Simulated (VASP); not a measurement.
Here is a VASP 6.6.1 calculation.

Contents of INCAR:

```
PREC = Accurate
ENCUT = 520
EDIFF = 1E-7
ISMEAR = 0
SIGMA = 0.03
LREAL = False
LASPH = True
NELM = 80
ALGO = Normal
ISIF = 2
LWAVE = False
LCHARG = True
GGA = CA
LELF = True
LVHAR = True
NBANDS = 16
```

The input KPOINTS:

```
regular mesh
0
Gamma
  12 12 6
```

Contents of POSCAR:

```
Si
1.0
    4.0952913888      0.0000000000      0.0000000000
   -2.0476456944      3.5466263786      0.0000000000
    0.0000000000      0.0000000000      5.4192990949
Si
4
Direct
    0.3333333333      0.6666666667      0.0487246481
    0.6666666667      0.3333333333      0.5487246481
    0.3333333333      0.6666666667      0.4512753519
    0.6666666667      0.3333333333      0.9512753519
```

Potentials or basis: VASP PAW LDA potentials, release 64 (Si).

The run is started by

```sh
$ cat potpaw_LDA.64/Si/POTCAR > POTCAR
$ mpirun -np 1 vasp_std > vasp.out
```

Predict the pressure.

2.3 GPa.

What does it give for the band gap on the k mesh?

Zero (band 8 reaches 6.26 eV, above the bottom of band 9 at 5.23 eV).

Stress tensor (GPa, compression positive):
```
-11.40   0.00   0.00
  0.00 -11.40   0.00
  0.00   0.00  29.55
```

Caveat: forces of over 1 eV/Å act on the atoms, so gaps and moduli don't describe the material at rest.
